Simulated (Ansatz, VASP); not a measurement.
**One calculation of Sb, two programs**

```
CELL_PARAMETERS angstrom
-3.03533 3.03533 1.60116
3.03533 -3.03533 1.60116
3.03533 3.03533 -1.60116
ATOMIC_POSITIONS crystal
Sb 0.00000 0.00000 0.00000
Sb 0.75000 0.25000 0.50000
```

Alike in both runs: functional PBE; k mesh 18 × 18 × 18; occupations gaussian, width 0.1 eV; no spin polarisation.

Ansatz relaxed the structure, and its values are those at the end. VASP's run is a single point on that final structure, the one shown.

```csv
,VASP,Ansatz
version,VASP 6.6.1,Ansatz 0.2.0
potentials or method,"VASP PAW PBE potentials, release 64 (Sb), cutoff 520 eV","scalar-relativistic, plane waves, PAW"
valence electrons in the cell,10,30
```

Ansatz gave:

| Property | Result |
| --- | --- |
| gap on the k mesh at the Fermi level (eV) | none |
| pressure (GPa) | 0.0 |

Problem. What did VASP give for the same quantities?

Solution. gap on the k mesh at the Fermi level (eV): none; pressure (GPa): -0.1.

A gap of «none» marks a metal or a gap that the smearing closes. VASP's potentials hold 10 valence electrons a cell and Ansatz's 30, so a difference there can come from the potentials and not from the codes.

Neither program's run includes spin-orbit coupling.
